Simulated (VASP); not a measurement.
# Ga (I4/mmm) in VASP: further runs

The runs below take Ga through single point, with LDA.

Program: VASP 6.6.1. These are calculated values, not measurements. Logs are shortened: lines on timing, memory, paths and dates and some standing lists are left out, and cuts for length are marked.

## (1) The cell of the first run

It takes space group I4/mmm (No. 139, tetragonal). The conventional cell has a = 2.805 Å, b = 2.805 Å, c = 4.683 Å, α = 90.00°, β = 90.00°, γ = 90.00°. Within 3.7 Å of Ga (site symmetry 4/mmm) lie 12 Ga at 2.81 to 3.07 Å.

## (2) Single point, LDA (volume scaled by 1.04)

Input file INCAR:

```
ALGO     = Normal         # electronic algorithm
EDIFF    = 1E-6           # SCF threshold, eV
ENCUT    = 520            # plane-wave cutoff, eV
ISIF     = 2              # what is computed and relaxed
ISMEAR   = -1             # smearing method
LASPH    = T              # aspherical terms in the spheres
LCHARG   = F              # write CHGCAR
LREAL    = F              # projectors in reciprocal space
LWAVE    = F              # write WAVECAR
NBANDS   = 20             # bands
NELM     = 100            # most SCF steps
PREC     = Accurate       # precision mode
SIGMA    = 0.1            # smearing width, eV
```

Input file KPOINTS:

```
k-points
0
Gamma
  9 9 6
```

Input file POSCAR:

```
Ga
1.0
    2.8052331600      0.0000000000      0.0000000000
    0.0000000000      2.8052331600      0.0000000000
    0.0000000000      0.0000000000      4.6832763300
Ga
2
Direct
    0.0000000000      0.0000000000      0.0000000000
    0.5000000000      0.5000000000      0.5000000000
```

Potentials or basis: VASP PAW LDA potentials, release 64 (Ga_d).

Launch:

```bash
$ cat potpaw_LDA.64/Ga_d/POTCAR > POTCAR
$ mpirun -np 1 vasp_std > vasp.out
```

OUTCAR:

```text
EDIFF = 1E-6
   ENCUT = 520
   ISIF = 2
   ISMEAR = -1
   LASPH = T
   LREAL = F
   NELM = 100
   PREC = Accurate

 ion  position               nearest neighbor table
   1  0.000  0.000  0.000-
   2  0.500  0.500  0.500-

  LATTYP: Found a simple tetragonal cell.
 ALAT       =     2.8052331600
 C/A-ratio  =     1.6694784579

  Lattice vectors:

 A1 = (   2.8052331600,   0.0000000000,   0.0000000000)
 A2 = (   0.0000000000,   2.8052331600,   0.0000000000)
 A3 = (   0.0000000000,   0.0000000000,   4.6832763300)

Analysis of symmetry for initial positions (statically):
=====================================================================
 Subroutine PRICEL returns following result:

  LATTYP: Found a body centered tetragonal cell.
 ALAT       =     2.8052331600
 C/A-ratio  =     1.6694784579

  Lattice vectors:

 A1 = (   1.4026165800,  -1.4026165800,  -2.3416381650)
 A2 = (  -1.4026165800,   1.4026165800,  -2.3416381650)
 A3 = (   1.4026165800,   1.4026165800,   2.3416381650)

   2 primitive cells build up your supercell.

 Routine SETGRP: Setting up the symmetry group for a
 simple tetragonal supercell.

 Subroutine GETGRP returns: Found 16 space group operations
 (whereof 16 operations were pure point group operations)
 out of a pool of 16 trial point group operations.

The static configuration has the point symmetry D_4h.

Analysis of symmetry for dynamics (positions and initial velocities):
=====================================================================
 Subroutine PRICEL returns following result:

  LATTYP: Found a body centered tetragonal cell.
 ALAT       =     2.8052331600
 C/A-ratio  =     1.6694784579

  Lattice vectors:

 A1 = (   1.4026165800,  -1.4026165800,  -2.3416381650)
 A2 = (  -1.4026165800,   1.4026165800,  -2.3416381650)
 A3 = (   1.4026165800,   1.4026165800,   2.3416381650)

   2 primitive cells build up your supercell.

 Routine SETGRP: Setting up the symmetry group for a
 simple tetragonal supercell.

 Subroutine GETGRP returns: Found 16 space group operations
 (whereof 16 operations were pure point group operations)
 out of a pool of 16 trial point group operations.

The dynamic configuration has the point symmetry D_4h.

 Subroutine INISYM returns: Found 16 space group operations
 (whereof 16 operations are pure point group operations),
 and found     2 'primitive' translations

----------------------------------------------------------------------------------------

                                     Primitive cell

  volume of cell :      18.4271

  direct lattice vectors                    reciprocal lattice vectors
     1.402616580 -1.402616580 -2.341638165     0.356476607  0.000000000 -0.213525731
    -1.402616580  1.402616580 -2.341638165     0.000000000  0.356476607 -0.213525731
     1.402616580  1.402616580  2.341638165     0.356476607  0.356476607  0.000000000

  length of vectors
     3.068865562  3.068865562  3.068865562     0.415534366  0.415534366  0.504134053

  position of ions in fractional coordinates (direct lattice)
     0.000000000  0.000000000  0.000000000

  ion indices of the primitive-cell ions
   primitive index   ion index
                 1           1

----------------------------------------------------------------------------------------

 KPOINTS: k-points

Automatic generation of k-mesh.
 Grid dimensions read from file:
 generate k-points for:    9    9    6

 Generating k-lattice:

  Cartesian coordinates                     Fractional coordinates (reciprocal lattice)
     0.039608512  0.000000000  0.000000000     0.111111111  0.000000000  0.000000000
     0.000000000  0.039608512  0.000000000     0.000000000  0.111111111  0.000000000
     0.000000000  0.000000000  0.035587622     0.000000000  0.000000000  0.166666667

  Length of vectors
     0.039608512  0.039608512  0.035587622

  Shift w.r.t. Gamma in fractional coordinates (k-lattice)
     0.000000000  0.000000000  0.000000000

 Subroutine IBZKPT returns following result:
 ===========================================

 Found     60 irreducible k-points:

 Following reciprocal coordinates:
            Coordinates               Weight
  0.000000  0.000000  0.000000      1.000000
  0.111111  0.000000  0.000000      4.000000
  0.222222  0.000000  0.000000      4.000000
  0.333333  0.000000  0.000000      4.000000
  0.444444  0.000000  0.000000      4.000000
  0.111111  0.111111  0.000000      4.000000
[... 16 lines left out ...]
  0.333333  0.111111  0.166667     16.000000
  0.444444  0.111111  0.166667     16.000000
 [... further k-points ...]
   k-points           NKPTS =     60   k-points in BZ     NKDIM =     60   number of bands    NBANDS=     20
   number of dos      NEDOS =    301   number of ions     NIONS =      2
   total plane-waves  NPLWV =  20736
   dimension x,y,z NGX =    24 NGY =   24 NGZ =   36
   dimension x,y,z NGXF=    48 NGYF=   48 NGZF=   72
   ions per type =               2
   NGX,Y,Z   is equivalent  to a cutoff of  14.22, 14.22, 12.78 a.u.
   NGXF,Y,Z  is equivalent  to a cutoff of  28.45, 28.45, 25.56 a.u.
 SYSTEM =  unknown system
   PREC   = accura    normal or accurate (medium, high low for compatibility)
   ISTART =      0    job   : 0-new  1-cont  2-samecut
   ICHARG =      2    charge: 1-file 2-atom 10-const
   ISPIN  =      1    spin polarized calculation?
   LNONCOLLINEAR =      F non collinear calculations
   LSORBIT =      F    spin-orbit coupling
   LASPH  =      T    aspherical Exc in radial PAW
   ENCUT  =  520.0 eV  38.22 Ry    6.18 a.u.   5.22  5.22  8.71*2*pi/ulx,y,z
   NELM   =    100;   NELMIN=  2; NELMDL= -5     # of ELM steps
   EDIFF  = 0.1E-05   stopping-criterion for ELM
   LREAL  =      F    real-space projection
   EDIFFG = 0.1E-04   stopping-criterion for IOM
   NSW    =      0    number of steps for IOM
   IBRION =     -1    ionic relax: 0-MD 1-quasi-New 2-CG
   NFREE  =      0    steps in history (QN), initial steepest desc. (CG)
   ISIF   =      2    stress and relaxation
   ISYM   =      2    0-nonsym 1-usesym 2-fastsym
   POTIM  = 0.5000    time-step for ionic-motion
   TEBEG  =    0.0;   TEEND  =   0.0 temperature during run
   PSTRESS=    0.0 pullay stress
   NELECT =      26.0000    total number of electrons
   NUPDOWN=      -1.0000    fix difference up-down
   EMIN   =  10.00;   EMAX   =-10.00  energy-range for DOS
   EFERMI =   0.00;   METHOD = LEGACY
   ISMEAR =    -1;   SIGMA  =   0.10  broadening in eV -4-tet -1-fermi 0-gaus
   EFERMI_NEDOS =   21; number of points for ismear=-14 and -15
   IALGO  =     38    algorithm
   IMIX   =      4    mixing-type and parameters
     AMIX     =   0.40;   BMIX     =  1.00
     AMIX_MAG =   1.60;   BMIX_MAG =  1.00
  volume/ion in A,a.u.               =      18.43       124.35
  Fermi-wavevector in a.u.,A,eV,Ry     =   1.457371  2.754031 28.897814  2.123929
  Thomas-Fermi vector in A             =   2.574180
   LORBIT       =      0    0 simple, 1 ext, 2 COOP (PROOUT), +10 PAW based schemes
   GGA     = CA    functional components
   LHFCALC =     F    Hartree Fock is set to
   AEXX    =    0.0000 exact exchange contribution
   IVDW    =     0    specifies the selected vdW correction
   LEPSILON=     F    determine dielectric tensor
   LRPA    =     F    only Hartree local field effects (RPA)
 non-spin polarized calculation
  energy-cutoff  :      520.00
  volume of cell :       36.85
 maximum number of plane-waves:      1006
 NGX is ok and might be reduce to    24
   NGX = 11   NGY = 11   NGZ = 17

 number of electron      25.9999970 magnetization

 Free energy of the ion-electron system (eV)
  ---------------------------------------------------
  ext. energy  EPLUGINS =         0.00000000
  ---------------------------------------------------
  free energy    TOTEN  =        -7.13629626 eV

  energy without entropy =       -7.11658310  energy(sigma->0) =       -7.12643968

 E-fermi :   5.4976     XC(G=0): -11.4465

 val. band max:        5.3022690205   @ k =   0.4444   0.0000   0.1667
 cond. band min:       5.5259089987   @ k =   0.4444   0.1111   0.1667
 fundamental gap:      0.2236399782
 Fermi energy:         5.4976466878

 k-point     1 :       0.0000    0.0000    0.0000
  band No.  band energies     occupation
      1      -9.7229      2.00000
      2      -9.6289      2.00000
      3      -9.6189      2.00000
      4      -9.4744      2.00000
      5      -9.4407      2.00000
      6      -9.4407      2.00000
[... 12 lines left out ...]
     19      17.9164      0.00000
     20      17.9164      0.00000

 k-point     2 :       0.1111    0.0000    0.0000
  band No.  band energies     occupation
      1      -9.6977      2.00000
      2      -9.6055      2.00000
      3      -9.5970      2.00000
      4      -9.4626      2.00000
      5      -9.4533      2.00000
      6      -9.4336      2.00000
[... 12 lines left out ...]
     19      18.1171      0.00000
     20      19.1729      0.00000

 k-point     3 :       0.2222    0.0000    0.0000
  band No.  band energies     occupation
      1      -9.6545      2.00000
      2      -9.5634      2.00000
      3      -9.5239      2.00000
      4      -9.4842      2.00000
      5      -9.4163      2.00000
      6      -9.4136      2.00000
[... 12 lines left out ...]
     19      18.6134      0.00000
     20      20.7017      0.00000

 k-point     4 :       0.3333    0.0000    0.0000
  band No.  band energies     occupation
      1      -9.6177      2.00000
      2      -9.5541      2.00000
      3      -9.5152      2.00000
      4      -9.4384      2.00000
      5      -9.4123      2.00000
      6      -9.3845      2.00000
[... 12 lines left out ...]
     19      18.8687      0.00000
     20      21.9659      0.00000

 k-point     5 :       0.4444    0.0000    0.0000
  band No.  band energies     occupation
      1      -9.5864      2.00000
      2      -9.5639      2.00000
      3      -9.5254      2.00000
      4      -9.5001      2.00000
      5      -9.3822      2.00000
      6      -9.3751      2.00000
[... 12 lines left out ...]
     19      19.3030      0.00000
     20      21.0845      0.00000

 k-point     6 :       0.1111    0.1111    0.0000
  band No.  band energies     occupation
      1      -9.6659      2.00000
      2      -9.5899      2.00000
      3      -9.5698      2.00000
      4      -9.4649      2.00000
      5      -9.4557      2.00000
      6      -9.4277      2.00000
[... 12 lines left out ...]
     19      18.7772      0.00000
     20      19.1264      0.00000

 k-point     7 :       0.2222    0.1111    0.0000
  band No.  band energies     occupation
      1      -9.6140      2.00000
      2      -9.5263      2.00000
      3      -9.5217      2.00000
      4      -9.4958      2.00000
      5      -9.4210      2.00000
      6      -9.4085      2.00000
[... 12 lines left out ...]
     19      18.5340      0.00000
     20      19.9103      0.00000
[... 277 lines left out ...]
 k-point    20 :       0.4444    0.0000    0.1667
  band No.  band energies     occupation
      1      -9.5846      2.00000
      2      -9.5652      2.00000
      3      -9.5434      2.00000
      4      -9.5238      2.00000
      5      -9.4013      2.00000
      6      -9.3905      2.00000
[... 12 lines left out ...]
     19      19.3987      0.00000
     20      20.7322      0.00000

 k-point    21 :       0.1111    0.1111    0.1667
  band No.  band energies     occupation
      1      -9.6600      2.00000
      2      -9.5800      2.00000
      3      -9.5777      2.00000
      4      -9.4697      2.00000
      5      -9.4504      2.00000
      6      -9.4155      2.00000
[... 12 lines left out ...]
     19      19.3000      0.00000
     20      19.6896      0.00000

 k-point    22 :       0.2222    0.1111    0.1667
  band No.  band energies     occupation
      1      -9.6083      2.00000
      2      -9.5355      2.00000
      3      -9.5201      2.00000
      4      -9.4927      2.00000
      5      -9.4274      2.00000
      6      -9.3986      2.00000
[... 12 lines left out ...]
     19      19.0370      0.00000
     20      20.0457      0.00000

 k-point    23 :       0.3333    0.1111    0.1667
  band No.  band energies     occupation
      1      -9.5750      2.00000
      2      -9.5335      2.00000
      3      -9.5199      2.00000
      4      -9.4910      2.00000
      5      -9.4073      2.00000
      6      -9.3900      2.00000
[... 12 lines left out ...]
     19      18.9096      0.00000
     20      20.7935      0.00000

 k-point    24 :       0.4444    0.1111    0.1667
  band No.  band energies     occupation
      1      -9.5506      2.00000
      2      -9.5501      2.00000
      3      -9.5321      2.00000
      4      -9.5286      2.00000
      5      -9.4160      2.00000
      6      -9.4068      2.00000
[... 12 lines left out ...]
     19      18.9957      0.00000
     20      20.3821      0.00000

 [... further k-points ...]
[... 5 lines left out ...]
  --------------------------------------------------------------------------------------
  -------------------------------------------------------------------------------------
  Total       -1.0646561     -1.0646561     -0.7293502      0.0000000      0.0000000     -0.0000000
  in kB      -46.2841433    -46.2841433    -31.7072807      0.0000000      0.0000000     -0.0000000
  external PRESSURE =     -41.4251891 kB  Pullay stress =       0.0000000 kB

 VOLUME and BASIS-vectors are now :
 -----------------------------------------------------------------------------
  energy-cutoff  :      520.00
  volume of cell :       36.85
      direct lattice vectors                 reciprocal lattice vectors
     2.805233160  0.000000000  0.000000000     0.356476607  0.000000000  0.000000000
     0.000000000  2.805233160  0.000000000     0.000000000  0.356476607  0.000000000
     0.000000000  0.000000000  4.683276330     0.000000000  0.000000000  0.213525731

 POSITION                                       TOTAL-FORCE (eV/Angst)
 -----------------------------------------------------------------------------------
      0.00000      0.00000      0.00000        -0.000000     -0.000000     -0.000000
      1.40262      1.40262      2.34164         0.000000      0.000000      0.000000
 -----------------------------------------------------------------------------------
    total drift:                                0.000000      0.000000     -0.000000

  FREE ENERGIE OF THE ION-ELECTRON SYSTEM (eV)
  ---------------------------------------------------
  free  energy   TOTEN  =        -7.1362962582 eV

  energy  without entropy=       -7.1165831044  energy(sigma->0) =       -7.12643968
```

Run time: 22 s. Hardware: 1 thread of Intel Xeon Platinum 8259CL at 2.50GHz (Skylake/Cascade Lake), shared host; peak memory 0.15 GiB.

What came out:

| Quantity | Value |
| --- | --- |
| Free energy | -7.1363 eV |
| Pressure | -4.1 GPa |
| Band gap on the k mesh | zero (band 13 reaches 10.04 eV, above the bottom of band 14 at 2.31 eV) |

Stress tensor (GPa, compression positive):
```
-4.63  0.00  0.00
 0.00 -4.63  0.00
 0.00  0.00 -3.17
```

(Part 1 of 2 ends here.)
